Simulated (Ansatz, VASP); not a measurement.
## One calculation of C, two programs

```
CELL_PARAMETERS angstrom
2.08708 0.00000 0.00000
-1.04354 1.80747 0.00000
0.00000 0.00000 3.46980
ATOMIC_POSITIONS crystal
C 0.33333 0.66667 0.25000
C 0.66667 0.33333 0.75000
```

Change from the starting cell: volume scaled by 0.9405, crystal datasets.

Alike in both runs: task electric field gradients; functional PBE; k mesh 17 × 17 × 9; occupations fermi-dirac, width 0.03 eV; no spin polarisation.

|  | VASP | Ansatz |
| --- | --- | --- |
| version | VASP 6.6.1 | Ansatz 0.2.0 |
| potentials or method | VASP PAW PBE potentials, release 64 (C), cutoff 520 eV | all-electron PAW with datasets made for the crystal, scalar-relativistic |

|  | VASP | Ansatz | Ansatz less VASP |
| --- | --- | --- | --- |
| pressure (GPa) | 10.7 | 10.6 | -0.12 |
| traceless stress, the component that is largest in VASP (GPa) | 0.10 | 0.12 | +0.022 |
| size of Vzz on the site where it differs most (V/Å²) | 1.3 | 1.1 | -0.20 |

Ansatz ran all-electron here, and VASP with PAW potentials.
